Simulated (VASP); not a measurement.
Write the native input for VASP 6.6.1 that does the following.

| Property | Result |
| --- | --- |
| Task | single point |
| Functional | PBE |
| Potentials or basis | VASP PAW PBE potentials, release 64 (Na_pv, Sn_d, Cl) |
| Cutoff | 520 eV |
| k mesh | 4 × 4 × 4 |
| Occupations | gaussian, width 0.01 eV |
| Spin | no spin polarisation |
| Dipole correction | no |
| Further INCAR settings | ALGO = Normal; EDIFF = 1e-06; NBANDS = 29 |

The structure of NaSnCl3 lies in POSCAR:

```
NaSnCl3
1.0
    5.6705305194      0.0000000000      0.0000000000
    0.0000000000      5.6705305194      0.0000000000
    0.0000000000      0.0000000000      5.6705305194
Na Sn Cl
1 1 3
Direct
    0.0000000000      0.0000000000      0.0000000000
    0.5000000000      0.5000000000      0.5000000000
    0.5000000000      0.5000000000      0.0000000000
    0.5000000000      0.0000000000      0.5000000000
    0.0000000000      0.5000000000      0.5000000000
```

These files were run (other wordings do the same):

INCAR

```
  ALGO = Normal
  EDIFF = 1E-6
  ENCUT = 520
  GGA = PE
  ISIF = 2
  ISMEAR = 0
  LASPH = T
  LCHARG = T
  LELF = T
  LREAL = F
  LVHAR = T
  LWAVE = F
  NBANDS = 29
  NELM = 100
  PREC = Accurate
  SIGMA = 0.01
```

KPOINTS

```
k-points
0
Gamma
  4 4 4
```

Potentials or basis: VASP PAW PBE potentials, release 64 (Na_pv, Sn_d, Cl).

Launch:

```bash
$ cat potpaw_PBE.64/Na_pv/POTCAR potpaw_PBE.64/Sn_d/POTCAR potpaw_PBE.64/Cl/POTCAR > POTCAR
$ mpirun -np 1 vasp_std > vasp.out
```

Results of the run:

```json
{
 "Pressure": "-1.1 GPa",
 "Band gap on the k mesh": "1.17 eV"
}
```

Caveat: spin-orbit coupling is left out, which moves the levels of the heavy elements.

Wall time 24 s on 1 thread of Intel(R) Xeon(R) 6975P-C (Granite Rapids) (shared host), peak memory 0.26 GiB.
